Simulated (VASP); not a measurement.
# CdS (F-43m) in VASP: further runs

The runs below take CdS through single point, relaxation of cell and atoms, with PBEsol.

All numbers are computed with VASP 6.6.1; they aren't measurements. Logs are shortened: lines on timing, memory, paths and dates and some standing lists are left out, and cuts for length are marked.

## 1. The cell of the first run

The structure is cubic, space group F-43m (No. 216). The conventional cell has a = 5.840 Å, b = 5.840 Å, c = 5.840 Å, α = 90.00°, β = 90.00°, γ = 90.00°. Cd (site symmetry -43m) has 4 S at 2.53 Å within 3.3 Å. S (site symmetry -43m) has 4 Cd at 2.53 Å within 3.3 Å.

## 2. Single point, PBEsol

Contents of INCAR:

```
SYSTEM = CdS
PREC = Accurate
ENCUT = 500
EDIFF = 1E-6
ISMEAR = 0
SIGMA = 0.1
LREAL = .FALSE.
LASPH = .TRUE.
NELM = 120
ALGO = Normal
ISIF = 2
LWAVE = .FALSE.
LCHARG = .FALSE.
GGA = PS
NBANDS = 16
GGA_COMPAT = .FALSE.
```

Contents of KPOINTS:

```
Automatic mesh
0
G
  6 6 6
  0 0 0
```

Contents of POSCAR:

```
CdS
1.0
    0.0000000000      2.9200000000      2.9200000000
    2.9200000000      0.0000000000      2.9200000000
    2.9200000000      2.9200000000      0.0000000000
Cd S
1 1
Direct
    0.0000000000      0.0000000000      0.0000000000
    0.2500000000      0.2500000000      0.2500000000
```

Potentials or basis: VASP PAW PBE potentials, release 64 (Cd, S).

On the command line:

```bash
$ cat potpaw_PBE.64/Cd/POTCAR potpaw_PBE.64/S/POTCAR > POTCAR
$ mpirun -np 1 vasp_std > vasp.out
```

OUTCAR:

```text
SYSTEM = CdS
   PREC = Accurate
   ENCUT = 500
   EDIFF = 1E-6
   ISMEAR = 0
   LREAL = .FALSE.
   LASPH = .TRUE.
   NELM = 120
   ISIF = 2
   GGA = PS

 ion  position               nearest neighbor table
   1  0.000  0.000  0.000-   2 2.53   2 2.53   2 2.53   2 2.53
   2  0.250  0.250  0.250-   1 2.53   1 2.53   1 2.53   1 2.53

  LATTYP: Found a face centered cubic cell.
 ALAT       =     5.8400000000

  Lattice vectors:

 A1 = (   0.0000000000,   2.9200000000,   2.9200000000)
 A2 = (   2.9200000000,   0.0000000000,   2.9200000000)
 A3 = (   2.9200000000,   2.9200000000,   0.0000000000)

Analysis of symmetry for initial positions (statically):
=====================================================================
 Subroutine PRICEL returns:
 Original cell was already a primitive cell.

 Routine SETGRP: Setting up the symmetry group for a
 face centered cubic supercell.

 Subroutine GETGRP returns: Found 24 space group operations
 (whereof 24 operations were pure point group operations)
 out of a pool of 48 trial point group operations.

The static configuration has the point symmetry T_d .

Analysis of symmetry for dynamics (positions and initial velocities):
=====================================================================
 Subroutine PRICEL returns:
 Original cell was already a primitive cell.

 Routine SETGRP: Setting up the symmetry group for a
 face centered cubic supercell.

 Subroutine GETGRP returns: Found 24 space group operations
 (whereof 24 operations were pure point group operations)
 out of a pool of 48 trial point group operations.

The dynamic configuration has the point symmetry T_d .

 Subroutine INISYM returns: Found 24 space group operations
 (whereof 24 operations are pure point group operations),
 and found     1 'primitive' translations

----------------------------------------------------------------------------------------

                                     Primitive cell

  volume of cell :      49.7942

  direct lattice vectors                    reciprocal lattice vectors
     0.000000000  2.920000000  2.920000000    -0.171232877  0.171232877  0.171232877
     2.920000000  0.000000000  2.920000000     0.171232877 -0.171232877  0.171232877
     2.920000000  2.920000000  0.000000000     0.171232877  0.171232877 -0.171232877

  length of vectors
     4.129503602  4.129503602  4.129503602     0.296584042  0.296584042  0.296584042

  position of ions in fractional coordinates (direct lattice)
     0.000000000  0.000000000  0.000000000
     0.250000000  0.250000000  0.250000000

  ion indices of the primitive-cell ions
   primitive index   ion index
                 1           1
                 2           2

----------------------------------------------------------------------------------------

 KPOINTS: Automatic mesh

Automatic generation of k-mesh.
 Grid dimensions read from file:
 generate k-points for:    6    6    6

 Generating k-lattice:

  Cartesian coordinates                     Fractional coordinates (reciprocal lattice)
    -0.028538813  0.028538813  0.028538813     0.166666667  0.000000000  0.000000000
     0.028538813 -0.028538813  0.028538813     0.000000000  0.166666667  0.000000000
     0.028538813  0.028538813 -0.028538813     0.000000000  0.000000000  0.166666667

  Length of vectors
     0.049430674  0.049430674  0.049430674

  Shift w.r.t. Gamma in fractional coordinates (k-lattice)
     0.000000000  0.000000000  0.000000000

 Subroutine IBZKPT returns following result:
 ===========================================

 Found     16 irreducible k-points:

 Following reciprocal coordinates:
            Coordinates               Weight
  0.000000  0.000000  0.000000      1.000000
  0.166667  0.000000  0.000000      8.000000
  0.333333  0.000000  0.000000      8.000000
  0.500000  0.000000  0.000000      4.000000
  0.166667  0.166667  0.000000      6.000000
  0.333333  0.166667  0.000000     24.000000
[... 8 lines left out ...]
 -0.333333  0.333333  0.166667     24.000000
 -0.333333  0.500000  0.166667     12.000000
   k-points           NKPTS =     16   k-points in BZ     NKDIM =     16   number of bands    NBANDS=     16
   number of dos      NEDOS =    301   number of ions     NIONS =      2
   total plane-waves  NPLWV =  27000
   dimension x,y,z NGX =    30 NGY =   30 NGZ =   30
   dimension x,y,z NGXF=    60 NGYF=   60 NGZF=   60
   ions per type =               1   1
   NGX,Y,Z   is equivalent  to a cutoff of  12.08, 12.08, 12.08 a.u.
   NGXF,Y,Z  is equivalent  to a cutoff of  24.15, 24.15, 24.15 a.u.
 SYSTEM =  CdS
   PREC   = accura    normal or accurate (medium, high low for compatibility)
   ISTART =      0    job   : 0-new  1-cont  2-samecut
   ICHARG =      2    charge: 1-file 2-atom 10-const
   ISPIN  =      1    spin polarized calculation?
   LNONCOLLINEAR =      F non collinear calculations
   LSORBIT =      F    spin-orbit coupling
   LASPH  =      T    aspherical Exc in radial PAW
   ENCUT  =  500.0 eV  36.75 Ry    6.06 a.u.   7.53  7.53  7.53*2*pi/ulx,y,z
   NELM   =    120;   NELMIN=  2; NELMDL= -5     # of ELM steps
   EDIFF  = 0.1E-05   stopping-criterion for ELM
   LREAL  =      F    real-space projection
   EDIFFG = 0.1E-04   stopping-criterion for IOM
   NSW    =      0    number of steps for IOM
   IBRION =     -1    ionic relax: 0-MD 1-quasi-New 2-CG
   NFREE  =      0    steps in history (QN), initial steepest desc. (CG)
   ISIF   =      2    stress and relaxation
   ISYM   =      2    0-nonsym 1-usesym 2-fastsym
   POTIM  = 0.5000    time-step for ionic-motion
   TEBEG  =    0.0;   TEEND  =   0.0 temperature during run
   PSTRESS=    0.0 pullay stress
   NELECT =      18.0000    total number of electrons
   NUPDOWN=      -1.0000    fix difference up-down
   EMIN   =  10.00;   EMAX   =-10.00  energy-range for DOS
   EFERMI =   0.00;   METHOD = LEGACY
   ISMEAR =     0;   SIGMA  =   0.10  broadening in eV -4-tet -1-fermi 0-gaus
   EFERMI_NEDOS =   21; number of points for ismear=-14 and -15
   IALGO  =     38    algorithm
   IMIX   =      4    mixing-type and parameters
     AMIX     =   0.40;   BMIX     =  1.00
     AMIX_MAG =   1.60;   BMIX_MAG =  1.00
  volume/ion in A,a.u.               =      24.90       168.01
  Fermi-wavevector in a.u.,A,eV,Ry     =   1.166199  2.203797 18.504210  1.360021
  Thomas-Fermi vector in A             =   2.302716
   LORBIT       =      0    0 simple, 1 ext, 2 COOP (PROOUT), +10 PAW based schemes
   GGA     = PS    functional components
   LHFCALC =     F    Hartree Fock is set to
   AEXX    =    0.0000 exact exchange contribution
   IVDW    =     0    specifies the selected vdW correction
   LEPSILON=     F    determine dielectric tensor
   LRPA    =     F    only Hartree local field effects (RPA)
 non-spin polarized calculation
 Gauss-broadening in eV      SIGMA  =   0.10
  energy-cutoff  :      500.00
  volume of cell :       49.79
 maximum number of plane-waves:      1283
   NGX = 15   NGY = 15   NGZ = 15

 number of electron      18.0000001 magnetization

 Free energy of the ion-electron system (eV)
  ---------------------------------------------------
  ext. energy  EPLUGINS =         0.00000000
  ---------------------------------------------------
  free energy    TOTEN  =        -6.81092236 eV

  energy without entropy =       -6.81092236  energy(sigma->0) =       -6.81092236

 E-fermi :   1.6167     XC(G=0):  -9.3603

 val. band max:        1.1838806163   @ k =   0.0000   0.0000   0.0000
 cond. band min:       2.1829477736   @ k =   0.0000   0.0000   0.0000
 fundamental gap:      0.9990671573
 Fermi energy:         1.6166593249

 k-point     1 :       0.0000    0.0000    0.0000
  band No.  band energies     occupation
      1     -11.1783      2.00000
      2      -6.5343      2.00000
      3      -6.5343      2.00000
      4      -6.5343      2.00000
      5      -6.0514      2.00000
      6      -6.0514      2.00000
[... 8 lines left out ...]
     15      12.6226      0.00000
     16      12.6226      0.00000

 k-point     2 :       0.1667    0.0000    0.0000
  band No.  band energies     occupation
      1     -11.0700      2.00000
      2      -6.4965      2.00000
      3      -6.4965      2.00000
      4      -6.4370      2.00000
      5      -6.0523      2.00000
      6      -6.0523      2.00000
[... 8 lines left out ...]
     15      11.7936      0.00000
     16      12.7985      0.00000

 k-point     3 :       0.3333    0.0000    0.0000
  band No.  band energies     occupation
      1     -10.8517      2.00000
      2      -6.4348      2.00000
      3      -6.4348      2.00000
      4      -6.0682      2.00000
      5      -6.0349      2.00000
      6      -6.0349      2.00000
[... 8 lines left out ...]
     15      12.2118      0.00000
     16      12.2118      0.00000

 k-point     4 :       0.5000    0.0000    0.0000
  band No.  band energies     occupation
      1     -10.7431      2.00000
      2      -6.4136      2.00000
      3      -6.4136      2.00000
      4      -6.0137      2.00000
      5      -6.0137      2.00000
      6      -5.6734      2.00000
[... 8 lines left out ...]
     15      13.6794      0.00000
     16      13.6794      0.00000
[... 172 lines left out ...]
 k-point    14 :       0.5000    0.3333    0.1667
  band No.  band energies     occupation
      1     -10.7126      2.00000
      2      -6.3452      2.00000
      3      -6.3374      2.00000
      4      -6.1511      2.00000
      5      -6.0119      2.00000
      6      -5.7649      2.00000
[... 8 lines left out ...]
     15      14.0957      0.00000
     16      14.3554      0.00000

 k-point    15 :      -0.3333    0.3333    0.1667
  band No.  band energies     occupation
      1     -10.6438      2.00000
      2      -6.3419      2.00000
      3      -6.2979      2.00000
      4      -6.0939      2.00000
      5      -6.0335      2.00000
      6      -5.4957      2.00000
[... 8 lines left out ...]
     15      13.5415      0.00000
     16      14.4616      0.00000

 k-point    16 :      -0.3333    0.5000    0.1667
  band No.  band energies     occupation
      1     -10.6102      2.00000
      2      -6.3074      2.00000
      3      -6.2609      2.00000
      4      -6.1311      2.00000
      5      -6.0095      2.00000
      6      -5.4651      2.00000
[... 8 lines left out ...]
     15      14.3504      0.00000
     16      14.3746      0.00000

------------------------ aborting loop because EDIFF is reached ----------------------------------------

  FORCE on cell =-STRESS in cart. coord.  units (eV):
  Direction    XX          YY          ZZ          XY          YZ          ZX
  --------------------------------------------------------------------------------------
  -------------------------------------------------------------------------------------
  Total       -0.0321284     -0.0321284     -0.0321284     -0.0000000      0.0000000      0.0000000
  in kB       -1.0337627     -1.0337627     -1.0337627     -0.0000000      0.0000000      0.0000000
  external PRESSURE =      -1.0337627 kB  Pullay stress =       0.0000000 kB

 VOLUME and BASIS-vectors are now :
 -----------------------------------------------------------------------------
  energy-cutoff  :      500.00
  volume of cell :       49.79
      direct lattice vectors                 reciprocal lattice vectors
     0.000000000  2.920000000  2.920000000    -0.171232877  0.171232877  0.171232877
     2.920000000  0.000000000  2.920000000     0.171232877 -0.171232877  0.171232877
     2.920000000  2.920000000  0.000000000     0.171232877  0.171232877 -0.171232877

 POSITION                                       TOTAL-FORCE (eV/Angst)
 -----------------------------------------------------------------------------------
      0.00000      0.00000      0.00000         0.000000      0.000000      0.000000
      1.46000      1.46000      1.46000        -0.000000     -0.000000     -0.000000
 -----------------------------------------------------------------------------------
    total drift:                                0.000000      0.000000      0.000000

  FREE ENERGIE OF THE ION-ELECTRON SYSTEM (eV)
  ---------------------------------------------------
  free  energy   TOTEN  =        -6.8109223607 eV

  energy  without entropy=       -6.8109223607  energy(sigma->0) =       -6.81092236
```

It took 23 s on 1 thread of Intel Xeon 8259CL, shared host; peak memory 0.17 GiB.

What came out:

```yaml
Free_energy: -6.8109 eV
Pressure: -0.1 GPa
Band_gap_on_the_k_mesh: 1.00 eV
```

Caveat: the PAW data sets were made with another functional, which shifts forces and pressure a little.

## 3. Single point, PBEsol

This run uses another cell than the first one, of 24.71 Å³/atom.

Contents of INCAR:

```
SYSTEM = CdS
ALGO     = Normal         ! electronic algorithm
EDIFF    = 1E-6           ! SCF threshold, eV
ENCUT    = 500            ! plane-wave cutoff, eV
GGA      = PS             ! functional
GGA_COMPAT= .FALSE.      
ISIF     = 2              ! what is computed and relaxed
ISMEAR   = 0              ! smearing method
LASPH    = .TRUE.         ! aspherical terms in the spheres
LCHARG   = .FALSE.        ! write CHGCAR
LREAL    = .FALSE.        ! projectors in reciprocal space
LWAVE    = .FALSE.        ! write WAVECAR
NBANDS   = 16             ! bands
NELM     = 120            ! most SCF steps
PREC     = Accurate       ! precision mode
SIGMA    = 0.02           ! smearing width, eV
```

Contents of KPOINTS:

```
k-points
0
G
  8 8 8
  0 0 0
```

Contents of POSCAR:

```
CdS
1.0
    0.0000000000      2.9125650570      2.9125650570
    2.9125650570      0.0000000000      2.9125650570
    2.9125650570      2.9125650570      0.0000000000
Cd S
1 1
Direct
    0.0000000000      0.0000000000      0.0000000000
    0.2500000000      0.2500000000      0.2500000000
```

Potentials or basis: VASP PAW PBE potentials, release 64 (Cd, S).

On the command line:

```bash
$ cat potpaw_PBE.64/Cd/POTCAR potpaw_PBE.64/S/POTCAR > POTCAR
$ mpirun -np 1 vasp_std > vasp.out
```

Run time: 40 s. Hardware: 1 thread of Intel Xeon 8259CL, shared host; peak memory 0.18 GiB.

It converged, with:

```
Free energy            : -6.8131 eV
Pressure               : 0.4 GPa
Band gap on the k mesh : 1.02 eV
```

Levels at points of the mesh, in eV from the valence-band top:
```csv
k point,band 6,band 7,band 8,band 9,band 10,band 11,band 12,band 13
"(0.00, 0.00, 0.00)",-7.25,0.00,0.00,0.00,1.02,6.44,6.44,6.44
"(0.50, 0.00, 0.00)",-6.87,-4.51,-0.77,-0.77,2.90,6.91,6.91,7.34
"(0.50, 0.50, 0.00)",-6.80,-4.03,-1.93,-1.93,3.38,4.25,9.09,10.69
```

Caveat: the PAW data sets were made with another functional, which shifts forces and pressure a little.

(Part 1 of 2 ends here.)
